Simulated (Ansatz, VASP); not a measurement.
## One calculation of S, two programs

INCAR

```
PREC = Accurate
ENCUT = 520
EDIFF = 1E-6
ISMEAR = -1
SIGMA = 0.1
LREAL = False
LASPH = True
NELM = 80
ALGO = Normal
ISIF = 2
LWAVE = False
LCHARG = False
GGA = PE
NBANDS = 16
```

Contents of KPOINTS:

```
regular mesh
0
Gamma
  8 8 11
```

Contents of POSCAR:

```
S
1.0
    4.1713092919      0.0000000000      0.0000000000
   -2.0856546460      3.6124598138      0.0000000000
    0.0000000000      0.0000000000      2.2495938252
S
3
Direct
    0.0000000000      0.0000000000      0.0000000000
    0.3333333333      0.6666666667      0.5000000000
    0.6666666667      0.3333333333      0.5000000000
```

Input for Ansatz:

```yaml
crystal:
  lattice:
    - [4.1713092919, 0.0, 0.0]
    - [-2.085654646, 3.6124598138, 0.0]
    - [0.0, 0.0, 2.2495938252]
  atoms:
    - { symbol: S, position: [0.0, 0.0, 0.0] }
    - { symbol: S, position: [0.3333333333, 0.6666666667, 0.5] }
    - { symbol: S, position: [0.6666666667, 0.3333333333, 0.5] }
kpoints:
  mp_grid: { grid: [8, 8, 11] }
  band_path:
    path:
      - [0.0, 0.0, 0.0]
      - [0.5, 0.0, 0.0]
      - [0.3333333333, 0.3333333333, 0.0]
      - [0.0, 0.0, 0.0]
      - [0.0, 0.0, 0.5]
      - [0.5, 0.0, 0.5]
      - [0.3333333333, 0.3333333333, 0.5]
      - [0.0, 0.0, 0.5]
      - [0.5, 0.0, 0.5]
    npoints: 8
scf:
  occupations: { method: fermi_dirac, width: 0.1 }
hamiltonian:
  xc: pbe
  pseudopotentials: { kind: paw }
output:
  forces: true
  stress: true
  eigenvalues: true
  populations: true
  dos: { projected: true, de: 0.2, e_range: [-14, 8] }
```

Change from the starting cell: volume scaled by 0.4, PAW files.

Alike in both runs: task single point; functional PBE; k mesh 8 × 8 × 11; occupations fermi-dirac, width 0.1 eV; no spin polarisation.

|  | VASP | Ansatz |
| --- | --- | --- |
| version | VASP 6.6.1 | Ansatz 0.2.0 |
| potentials or method | VASP PAW PBE potentials, release 64 (S) | PAW with Ansatz's default frozen-core files, scalar-relativistic |
| plane-wave cutoff (eV) | 520 | 420 |
| valence electrons in the cell | 18 | 18 |

Ansatz gave:

- pressure (GPa): 58.9
- traceless stress, the component that is largest in VASP (GPa): 0.08

Which values does VASP return?

Pressure (GPa): 58.3; traceless stress, the component that is largest in VASP (GPa): -0.18.

Both programs put the cell under a high pressure, so it lies far from rest at this level.
